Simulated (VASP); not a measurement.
The system is HfOs.

```
CELL_PARAMETERS angstrom
3.23900 0.00000 0.00000
0.00000 3.23900 0.00000
0.00000 0.00000 3.23900
ATOMIC_POSITIONS crystal
Hf 0.00000 0.00000 0.00000
Os 0.50000 0.50000 0.50000
```

* Program: VASP 6.6.1
* Task: relaxation of cell and atoms
* Functional: LDA
* Potentials or basis: VASP PAW LDA potentials, release 64 (Hf_pv, Os)
* Cutoff: 600 eV
* k mesh: 7 × 7 × 7
* Occupations: methfessel-paxton, width 0.1 eV
* Spin: no spin polarisation

At the start: pressure -8.4 GPa; volume 16.99 Å³/atom.

Where does the relaxation end?

Over 4 steps the energy falls by 15.6 meV/atom and the volume is 16.42 Å³/atom (-3.4 %); space group Pm-3m (No. 221, to 0.1 Å) before and after.

Step by step:
```csv
step,energy change (eV),largest force (eV/Å),pressure (GPa),volume (Å³)
1,0.0000,0.0000,-8.36,33.98
2,0.2377,0.0000,30.66,29.80
3,-0.0311,0.0000,-0.47,32.88
4,-0.0311,0.0000,-0.06,32.83
```

Final structure:
```cif
data_structure
_symmetry_space_group_name_H-M 'P 1'
_symmetry_Int_Tables_number 1
_cell_length_a 3.2020
_cell_length_b 3.2020
_cell_length_c 3.2020
_cell_angle_alpha 90.000
_cell_angle_beta 90.000
_cell_angle_gamma 90.000
_cell_volume 32.83
loop_
_atom_site_label
_atom_site_type_symbol
_atom_site_fract_x
_atom_site_fract_y
_atom_site_fract_z
_atom_site_occupancy
Hf1 Hf 0.00000 0.00000 0.00000 1
Os1 Os 0.50000 0.50000 0.50000 1
```
